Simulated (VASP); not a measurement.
# Cu (I4/mmm) in VASP: notebook, part 2 of 2

VASP 6.6.1.

## (3) Single point, LDA (11.59 Å³/atom)

File INCAR:

```
PREC = Accurate
ENCUT = 520
EDIFF = 1E-6
ISMEAR = 0
SIGMA = 0.15
LREAL = F
LASPH = T
NELM = 100
ALGO = Fast
ISIF = 2
LWAVE = F
LCHARG = F
NBANDS = 12
```

File KPOINTS:

```
Automatic mesh
0
Gamma
  24 24 24
```

File POSCAR:

```
Cu
1.0
   -1.5150667835      1.5150667835      1.2617476173
    1.5150667835     -1.5150667835      1.2617476173
    1.5150667835      1.5150667835     -1.2617476173
Cu
1
Direct
    0.0000000000      0.0000000000      0.0000000000
```

Potentials or basis: VASP PAW LDA potentials, release 64 (Cu).

On the command line:

```sh
$ cat potpaw_LDA.64/Cu/POTCAR > POTCAR
$ mpirun -np 1 vasp_std > vasp.out
```

OUTCAR:

```text
PREC = Accurate
   ENCUT = 520
   EDIFF = 1E-6
   ISMEAR = 0
   LREAL = F
   LASPH = T
   NELM = 100
   ISIF = 2

 ion  position               nearest neighbor table
   1  0.000  0.000  0.000-

  LATTYP: Found a body centered tetragonal cell.
 ALAT       =     3.0301335670
 C/A-ratio  =     0.8328000000

  Lattice vectors:

 A1 = (  -1.5150667835,   1.5150667835,   1.2617476173)
 A2 = (   1.5150667835,  -1.5150667835,   1.2617476173)
 A3 = (   1.5150667835,   1.5150667835,  -1.2617476173)

Analysis of symmetry for initial positions (statically):
=====================================================================
 Subroutine PRICEL returns:
 Original cell was already a primitive cell.

 Routine SETGRP: Setting up the symmetry group for a
 body centered tetragonal supercell.

 Subroutine GETGRP returns: Found 16 space group operations
 (whereof 16 operations were pure point group operations)
 out of a pool of 16 trial point group operations.

The static configuration has the point symmetry D_4h.

Analysis of symmetry for dynamics (positions and initial velocities):
=====================================================================
 Subroutine PRICEL returns:
 Original cell was already a primitive cell.

 Routine SETGRP: Setting up the symmetry group for a
 body centered tetragonal supercell.

 Subroutine GETGRP returns: Found 16 space group operations
 (whereof 16 operations were pure point group operations)
 out of a pool of 16 trial point group operations.

The dynamic configuration has the point symmetry D_4h.

 Subroutine INISYM returns: Found 16 space group operations
 (whereof 16 operations are pure point group operations),
 and found     1 'primitive' translations

----------------------------------------------------------------------------------------

                                     Primitive cell

  volume of cell :      11.5850

[... 112 lines left out ...]
   LHFCALC =     F    Hartree Fock is set to
   AEXX    =    0.0000 exact exchange contribution
   IVDW    =     0    specifies the selected vdW correction
   LEPSILON=     F    determine dielectric tensor
   LRPA    =     F    only Hartree local field effects (RPA)
 non-spin polarized calculation
 RMM-DIIS sequential band-by-band and
 Gauss-broadening in eV      SIGMA  =   0.15
  energy-cutoff  :      520.00
  volume of cell :       11.59
 maximum number of plane-waves:       325
   NGX =  9   NGY =  9   NGZ =  9

 number of electron      10.9999993 magnetization

 Free energy of the ion-electron system (eV)
  ---------------------------------------------------
  ext. energy  EPLUGINS =         0.00000000
  ---------------------------------------------------
  free energy    TOTEN  =        -4.64282515 eV

  energy without entropy =       -4.63851904  energy(sigma->0) =       -4.64067209

 E-fermi :   7.5989     XC(G=0): -13.2088

 val. band max:        7.5801930596   @ k =   0.5000   0.1667   0.0833
 cond. band min:       7.5993630788   @ k =  -0.2083  -0.2917   0.0833
 fundamental gap:      0.0191700192
 Fermi energy:         7.5989373853

 k-point     1 :       0.0000    0.0000    0.0000
  band No.  band energies     occupation
      1      -1.9079      2.00000
      2       3.9247      2.00000
      3       4.7384      2.00000
      4       4.7384      2.00000
      5       4.8237      2.00000
      6       5.7103      2.00000
      7      30.0011      0.00000
      8      30.0011      0.00000
      9      33.7763      0.00000
     10      34.9179      0.00000
     11      36.4232      0.00000
     12      37.0730      0.00000
[... 331 lines left out ...]
 k-point    24 :       0.4583    0.0417   -0.0000
  band No.  band energies     occupation
      1       2.4950      2.00000
      2       3.4063      2.00000
      3       5.3011      2.00000
      4       5.8847      2.00000
      5       6.0408      2.00000
      6       7.6926      0.37727
      7      13.0160      0.00000
      8      23.2876      0.00000
      9      23.8604      0.00000
     10      28.4419      0.00000
     11      31.2964      0.00000
     12      39.1099      0.00000

 [... further k-points ...]

------------------------ aborting loop because EDIFF is reached ----------------------------------------

  FORCE on cell =-STRESS in cart. coord.  units (eV):
  Direction    XX          YY          ZZ          XY          YZ          ZX
  --------------------------------------------------------------------------------------
  -------------------------------------------------------------------------------------
  Total       -0.6741237     -0.6741237     -0.2593819      0.0000000      0.0000000      0.0000000
  in kB      -93.2296657    -93.2296657    -35.8718840      0.0000000      0.0000000      0.0000000
  external PRESSURE =     -74.1104052 kB  Pullay stress =       0.0000000 kB

 VOLUME and BASIS-vectors are now :
 -----------------------------------------------------------------------------
  energy-cutoff  :      520.00
  volume of cell :       11.59
      direct lattice vectors                 reciprocal lattice vectors
    -1.515066784  1.515066784  1.261747617     0.000000000  0.330018456  0.396275763
     1.515066784 -1.515066784  1.261747617     0.330018456  0.000000000  0.396275763
     1.515066784  1.515066784 -1.261747617     0.330018456  0.330018456  0.000000000

 POSITION                                       TOTAL-FORCE (eV/Angst)
 -----------------------------------------------------------------------------------
      0.00000      0.00000      0.00000        -0.000000     -0.000000     -0.000000
 -----------------------------------------------------------------------------------
    total drift:                                0.000000     -0.000000      0.000000

  FREE ENERGIE OF THE ION-ELECTRON SYSTEM (eV)
  ---------------------------------------------------
  free  energy   TOTEN  =        -4.6428251491 eV

  energy  without entropy=       -4.6385190353  energy(sigma->0) =       -4.64067209
```

OSZICAR:

```text
N       E                     dE             d eps       ncg     rms          rms(c)
DAV:   1     0.420915773573E+02    0.42092E+02   -0.53895E+03 28528   0.157E+03
DAV:   2    -0.423857134639E+01   -0.46330E+02   -0.42650E+02 26308   0.207E+02
DAV:   3    -0.562673363536E+01   -0.13882E+01   -0.13752E+01 29428   0.410E+01
DAV:   4    -0.563567701570E+01   -0.89434E-02   -0.89420E-02 29032   0.289E+00
DAV:   5    -0.563576543337E+01   -0.88418E-04   -0.88416E-04 29816   0.291E-01    0.797E+00
RMM:   6    -0.503422365793E+01    0.60154E+00   -0.33319E+00 31939   0.345E+01    0.458E+00
RMM:   7    -0.465878815551E+01    0.37544E+00   -0.49657E-01 31737   0.131E+01    0.102E+00
RMM:   8    -0.464409515541E+01    0.14693E-01   -0.16852E-02 32842   0.150E+00    0.247E-01
RMM:   9    -0.464278837758E+01    0.13068E-02   -0.32164E-03 33959   0.101E+00    0.276E-02
RMM:  10    -0.464282866281E+01   -0.40285E-04   -0.58551E-04 34480   0.298E-01    0.232E-02
RMM:  11    -0.464283291994E+01   -0.42571E-05   -0.89182E-05 34324   0.123E-01    0.269E-02
RMM:  12    -0.464282419695E+01    0.87230E-05   -0.26493E-05 34278   0.711E-02    0.165E-03
RMM:  13    -0.464282514906E+01   -0.95211E-06   -0.83419E-06 28875   0.272E-02
   1 F= -.46428251E+01 E0= -.46406721E+01  d E =-.430611E-02
```

It took 62 s on 1 thread of AMD EPYC 9R45 (Zen 5), shared host; peak memory 0.21 GiB.

Results:

```
Free energy            : -4.6428 eV
Pressure               : -7.4 GPa
Band gap on the k mesh : zero (an odd number of electrons rules out a gap without spin polarisation)
```

Levels at points of the mesh, in eV from the Fermi level:
| k point | band 2 | band 3 | band 4 | band 5 | band 6 | band 7 | band 8 | band 9 | band 10 | band 11 |
| --- | --- | --- | --- | --- | --- | --- | --- | --- | --- | --- |
| (0.00, 0.00, 0.00) | -3.67 | -2.86 | -2.86 | -2.78 | -1.89 | 22.40 | 22.40 | 26.18 | 27.32 | 28.82 |
| (0.50, 0.00, 0.00) | -4.20 | -2.28 | -1.65 | -1.48 | -0.02 | 5.30 | 16.19 | 16.32 | 20.44 | 23.36 |
| (0.50, 0.50, 0.00) | -3.27 | -2.84 | -2.25 | -1.50 | -1.47 | 3.17 | 21.36 | 21.86 | 25.15 | 27.54 |
| (0.50, 0.50, 0.50) | -4.79 | -1.64 | -1.64 | -1.48 | 6.05 | 6.05 | 12.14 | 12.48 | 13.45 | 19.77 |

Caveat: the stress differs along the axes, from -9 to -4 GPa.

## (4) Single point, LDA (11.59 Å³/atom)

File INCAR:

```
PREC     = Accurate       # precision mode
ENCUT    = 520            # plane-wave cutoff, eV
EDIFF    = 1E-6           # SCF threshold, eV
ISMEAR   = 0              # smearing method
SIGMA    = 0.15           # smearing width, eV
LREAL    = F              # projectors in reciprocal space
LASPH    = T              # aspherical terms in the spheres
NELM     = 80             # most SCF steps
ALGO     = Fast           # electronic algorithm
ISIF     = 2              # what is computed and relaxed
LWAVE    = F              # write WAVECAR
LCHARG   = F              # write CHGCAR
GGA      = CA             # functional
NBANDS   = 12             # bands
```

File KPOINTS:

```
regular mesh
0
Gamma
  24 24 24
```

File POSCAR:

```
Cu
1.0
   -1.4999115340      1.4999115340      1.2873740696
    1.4999115340     -1.4999115340      1.2873740696
    1.4999115340      1.4999115340     -1.2873740696
Cu
1
Direct
    0.0000000000      0.0000000000      0.0000000000
```

Potentials or basis: VASP PAW LDA potentials, release 64 (Cu).

On the command line:

```sh
$ cat potpaw_LDA.64/Cu/POTCAR > POTCAR
$ mpirun -np 1 vasp_std > vasp.out
```

OUTCAR:

```text
PREC = Accurate
   ENCUT = 520
   EDIFF = 1E-6
   ISMEAR = 0
   LREAL = F
   LASPH = T
   NELM = 80
   ISIF = 2
   GGA = CA

 ion  position               nearest neighbor table
   1  0.000  0.000  0.000-

  LATTYP: Found a body centered tetragonal cell.
 ALAT       =     2.9998230680
 C/A-ratio  =     0.8583000000

  Lattice vectors:

 A1 = (  -1.4999115340,   1.4999115340,   1.2873740696)
 A2 = (   1.4999115340,  -1.4999115340,   1.2873740696)
[... 540 lines left out ...]
     12      39.5527      0.00000

 [... further k-points ...]

------------------------ aborting loop because EDIFF is reached ----------------------------------------

  FORCE on cell =-STRESS in cart. coord.  units (eV):
  Direction    XX          YY          ZZ          XY          YZ          ZX
  --------------------------------------------------------------------------------------
  -------------------------------------------------------------------------------------
  Total       -0.6392590     -0.6392590     -0.4257021      0.0000000      0.0000000      0.0000000
  in kB      -88.4079664    -88.4079664    -58.8735716      0.0000000      0.0000000      0.0000000
  external PRESSURE =     -78.5631681 kB  Pullay stress =       0.0000000 kB

 VOLUME and BASIS-vectors are now :
 -----------------------------------------------------------------------------
  energy-cutoff  :      520.00
  volume of cell :       11.59
      direct lattice vectors                 reciprocal lattice vectors
    -1.499911534  1.499911534  1.287374070     0.000000000  0.333352994  0.388387503
     1.499911534 -1.499911534  1.287374070     0.333352994  0.000000000  0.388387503
     1.499911534  1.499911534 -1.287374070     0.333352994  0.333352994  0.000000000

 POSITION                                       TOTAL-FORCE (eV/Angst)
 -----------------------------------------------------------------------------------
      0.00000      0.00000      0.00000         0.000000     -0.000000     -0.000000
 -----------------------------------------------------------------------------------
    total drift:                                0.000000     -0.000000      0.000000

  FREE ENERGIE OF THE ION-ELECTRON SYSTEM (eV)
  ---------------------------------------------------
  free  energy   TOTEN  =        -4.6491241001 eV

  energy  without entropy=       -4.6449822731  energy(sigma->0) =       -4.64705319
```

It took 59 s on 1 thread of AMD EPYC 9R45 (Zen 5), shared host; peak memory 0.21 GiB.

What came out:

- Free energy: -4.6491 eV
- Pressure: -7.9 GPa
- Band gap on the k mesh: zero (an odd number of electrons rules out a gap without spin polarisation)

Levels at points of the mesh, in eV from the Fermi level:
```tsv
k point	band 3	band 4	band 5	band 6	band 7	band 8	band 9	band 10
(0.00, 0.00, 0.00)	-2.93	-2.93	-2.64	-1.92	22.99	22.99	26.79	27.67
(0.50, 0.00, 0.00)	-2.26	-1.71	-1.46	-0.14	5.12	16.38	16.50	20.60
(0.50, 0.50, 0.00)	-2.72	-2.22	-1.49	-1.34	3.36	20.69	21.07	24.48
(0.50, 0.50, 0.50)	-1.63	-1.63	-1.49	6.39	6.39	12.41	12.50	12.86
```

Caveat: the cell stands under tension.

## (5) Single point, LDA (11.59 Å³/atom)

File INCAR:

```
ALGO     = Fast           # electronic algorithm
EDIFF    = 1E-7           # SCF threshold, eV
ENCUT    = 520            # plane-wave cutoff, eV
GGA      = CA             # functional
ISIF     = 2              # what is computed and relaxed
ISMEAR   = 0              # smearing method
LASPH    = T              # aspherical terms in the spheres
LCHARG   = F              # write CHGCAR
LREAL    = F              # projectors in reciprocal space
LWAVE    = F              # write WAVECAR
NBANDS   = 12             # bands
NELM     = 60             # most SCF steps
PREC     = Accurate       # precision mode
SIGMA    = 0.15           # smearing width, eV
```

File KPOINTS:

```
k-points
0
Gamma
  24 24 24
```

File POSCAR:

```
Cu
1.0
   -1.4700899550      1.4700899550      1.3401340030
    1.4700899550     -1.4700899550      1.3401340030
    1.4700899550      1.4700899550     -1.3401340030
Cu
1
Direct
    0.0000000000      0.0000000000      0.0000000000
```

On the command line:

```sh
$ cat potpaw_LDA.64/Cu/POTCAR > POTCAR
$ mpirun -np 1 vasp_std > vasp.out
```

Run time: 73 s. Hardware: 1 thread of AMD EPYC 9R45 (Zen 5), shared host; peak memory 0.21 GiB.

The run converged. Its results:

```
Free energy            : -4.6529 eV
Pressure               : -8.3 GPa
Band gap on the k mesh : zero (an odd number of electrons rules out a gap without spin polarisation)
```

Stress tensor (GPa, compression positive):
```
-8.37  0.00  0.00
 0.00 -8.37  0.00
 0.00  0.00 -8.05
```

Levels at points of the mesh, in eV from the Fermi level:
```tsv
k point	band 2	band 3	band 4	band 5	band 6	band 7	band 8	band 9	band 10	band 11
(0.00, 0.00, 0.00)	-3.45	-3.06	-3.06	-2.41	-1.99	24.12	24.12	26.89	28.05	28.35
(0.50, 0.00, 0.00)	-4.08	-2.21	-1.85	-1.41	-0.35	4.81	16.82	16.92	20.96	23.93
(0.50, 0.50, 0.00)	-3.62	-2.50	-2.15	-1.45	-1.06	3.77	19.42	19.60	23.25	26.07
(0.50, 0.50, 0.50)	-4.74	-1.61	-1.61	-1.52	7.09	7.09	10.71	12.96	13.58	17.41
```

Caveat: the cell stands under tension.

## (6) Single point, LDA (11.15 Å³/atom)

This run uses another cell than the first one, of 11.15 Å³/atom.

File INCAR:

```
  PREC = Accurate
  ENCUT = 820
  EDIFF = 1E-6
  ISMEAR = 0
  SIGMA = 0.15
  LREAL = False
  LASPH = True
  NELM = 120
  ALGO = Normal
  ISIF = 2
  LWAVE = False
  LCHARG = False
  GGA = CA
  NBANDS = 16
  GGA_COMPAT = False
```

File KPOINTS:

```
Automatic mesh
0
Gamma
  24 24 24
```

File POSCAR:

```
Cu
1.0
   -1.4659866358      1.4659866358      1.2968117781
    1.4659866358     -1.4659866358      1.2968117781
    1.4659866358      1.4659866358     -1.2968117781
Cu
1
Direct
    0.0000000000      0.0000000000      0.0000000000
```

Potentials or basis: VASP PAW LDA potentials, release 64 (Cu_sv_GW).

On the command line:

```sh
$ cat potpaw_LDA.64/Cu_sv_GW/POTCAR > POTCAR
$ mpirun -np 1 vasp_std > vasp.out
```

OUTCAR:

```text
PREC = Accurate
   ENCUT = 820
   EDIFF = 1E-6
   ISMEAR = 0
   LREAL = False
   LASPH = True
   NELM = 120
   ISIF = 2
   GGA = CA

 ion  position               nearest neighbor table
   1  0.000  0.000  0.000-

  LATTYP: Found a body centered tetragonal cell.
 ALAT       =     2.9319732716
 C/A-ratio  =     0.8846000000

  Lattice vectors:

 A1 = (  -1.4659866358,   1.4659866358,   1.2968117781)
 A2 = (   1.4659866358,  -1.4659866358,   1.2968117781)
 A3 = (   1.4659866358,   1.4659866358,  -1.2968117781)
[... 634 lines left out ...]
     16      41.0708      0.00000

 [... further k-points ...]

------------------------ aborting loop because EDIFF is reached ----------------------------------------

  FORCE on cell =-STRESS in cart. coord.  units (eV):
  Direction    XX          YY          ZZ          XY          YZ          ZX
  --------------------------------------------------------------------------------------
  -------------------------------------------------------------------------------------
  Total       -0.3012782     -0.3012782     -0.1901721      0.0000000     -0.0000000     -0.0000000
  in kB      -43.2993505    -43.2993505    -27.3313015      0.0000000     -0.0000000     -0.0000000
  external PRESSURE =     -37.9766675 kB  Pullay stress =       0.0000000 kB

 VOLUME and BASIS-vectors are now :
 -----------------------------------------------------------------------------
  energy-cutoff  :      820.00
  volume of cell :       11.15
      direct lattice vectors                 reciprocal lattice vectors
    -1.465986636  1.465986636  1.296811778     0.000000000  0.341067229  0.385560965
     1.465986636 -1.465986636  1.296811778     0.341067229  0.000000000  0.385560965
     1.465986636  1.465986636 -1.296811778     0.341067229  0.341067229  0.000000000

 POSITION                                       TOTAL-FORCE (eV/Angst)
 -----------------------------------------------------------------------------------
      0.00000      0.00000      0.00000         0.000000      0.000000     -0.000000
 -----------------------------------------------------------------------------------
    total drift:                                0.000000      0.000000     -0.000000

  FREE ENERGIE OF THE ION-ELECTRON SYSTEM (eV)
  ---------------------------------------------------
  free  energy   TOTEN  =        -4.8183827705 eV

  energy  without entropy=       -4.8141742257  energy(sigma->0) =       -4.81627850
```

Wall time 2.7 min (1 thread of Intel Xeon Platinum 8259CL at 2.50GHz (Skylake/Cascade Lake), shared host); peak memory 0.52 GiB.

Results:

```yaml
Free_energy: -4.8184 eV
Pressure: -3.8 GPa
Band_gap_on_the_k_mesh: zero (an odd number of electrons rules out a gap without spin polarisation)
```

Caveat: the cell stands under tension.

## (7) Overview

```csv
potentials or basis,cell,cutoff (eV),gap on the mesh (eV),pressure (GPa)
"VASP PAW LDA potentials, release 64 (Cu)","a = 2.477 Å, angles 106.3, 106.3, 115.9°, 1 atom",520,none,-8.1
"VASP PAW LDA potentials, release 64 (Cu)","a = 2.487 Å, angles 104.9, 104.9, 119.0°, 1 atom",520,none,-7.4
"VASP PAW LDA potentials, release 64 (Cu)","a = 2.481 Å, angles 105.6, 105.6, 117.5°, 1 atom",520,none,-7.9
"VASP PAW LDA potentials, release 64 (Cu)","a = 2.474 Å, angles 107.1, 107.1, 114.4°, 1 atom",520,none,-8.3
"VASP PAW LDA potentials, release 64 (Cu_sv_GW)","a = 2.445 Å, angles 106.3, 106.3, 115.9°, 1 atom",820,none,-3.8
```

Alike in all rows: task single point; level LDA; no spin polarisation; k mesh 24 × 24 × 24; smearing gaussian 0.15 eV.

Caveats: the cell stands under tension (at least some runs); the stress differs along the axes, from -9 to -4 GPa (at least some runs).

Absolute energies hang on the potentials; compare differences alone.
